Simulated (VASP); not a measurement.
A run of VASP 6.6.1:

Contents of INCAR:

```
SYSTEM = BN
ALGO = Normal
EDIFF = 1E-7
ENCUT = 520
GGA = PS
ISIF = 2
ISMEAR = 0
LASPH = .TRUE.
LCHARG = .FALSE.
LREAL = .FALSE.
LWAVE = .FALSE.
NBANDS = 16
NELM = 80
PREC = Accurate
SIGMA = 0.05
```

KPOINTS

```
k-points
0
G
  12 12 6
  0 0 0
```

The input POSCAR:

```
BN
1.0
    2.5539396017      0.0000000000      0.0000000000
   -1.2769698009      2.2117765748      0.0000000000
    0.0000000000      0.0000000000      4.2268550000
B N
2 2
Direct
    0.6666666667      0.3333333333      0.9997240000
    0.3333333333      0.6666666667      0.4997240000
    0.6666666667      0.3333333333      0.6785070666
    0.3333333333      0.6666666667      0.1785070666
```

Potentials or basis: VASP PAW PBE potentials, release 64 (B, N).

Launch:

```console
$ cat potpaw_PBE.64/B/POTCAR potpaw_PBE.64/N/POTCAR > POTCAR
$ mpirun -np 1 vasp_std > vasp.out
```

Hardware: 1 thread of Intel(R) Xeon(R) Platinum 8375C CPU @ 2.90GHz (Ice Lake), on a shared host.

Task: How long does it take, and how much memory?

Result: It took 33 s on 1 thread of Intel(R) Xeon(R) Platinum 8375C CPU @ 2.90GHz (Ice Lake), with other jobs on the host, peak memory 0.14 GiB. Counts: scf iterations 13, k points 76.
